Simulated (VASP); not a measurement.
The system is Ta4Rh.

```
Ta Rh
1.0
     4.34234    0.00000    0.00000
     0.00000    4.34234    0.00000
     0.00000    0.00000    4.34234
Ta Rh
4 1
Cartesian
  0.0000 0.0000 0.0000
  2.1712 2.1712 0.0000
  2.1712 0.0000 2.1712
  0.0000 2.1712 2.1712
  2.1712 2.1712 2.1712
```

| Quantity | Value |
| --- | --- |
| Program | VASP 6.6.1 |
| Task | relaxation of cell and atoms |
| Functional | PBE |
| Potentials or basis | VASP PAW PBE potentials, release 64 (Ta_pv, Rh_pv) |
| Cutoff | 600 eV |
| k mesh | 4 × 4 × 4 |
| Occupations | gaussian, width 0.1 eV |
| Spin | no spin polarisation |

At the start: pressure 76.6 GPa; volume 16.38 Å³/atom.

**Question.** Where does the relaxation end?

**Answer.** Over 6 steps the energy falls by 996.7 meV/atom and the volume is 21.63 Å³/atom (+32.1 %); space group Pm-3m (No. 221, to 0.05 Å).

Step by step:
```
step  energy change (eV)  largest force (eV/Å)  pressure (GPa)  volume (Å³)
   1              0.0000                0.0000           76.63        81.88
   2              9.8939                0.0000          -22.32       214.17
   3             -3.7186                0.0000           -6.92       114.84
   4             -4.9530                0.0000           -3.65       110.76
   5             -4.9763                0.0000            1.90       106.88
   6             -4.9836                0.0000           -0.07       108.17
```

Final structure:
```
Ta Rh
1.0
     4.76469    0.00000    0.00000
     0.00000    4.76469    0.00000
     0.00000    0.00000    4.76469
Ta Rh
4 1
Direct
  0.00000 0.00000 0.00000
  0.50000 0.50000 0.00000
  0.50000 0.00000 0.50000
  0.00000 0.50000 0.50000
  0.50000 0.50000 0.50000
```

Caveat: the k points lie up to 0.33 Å⁻¹ apart in the final cell; the volume moved by over 15 % at a fixed basis, so the end points are rough.
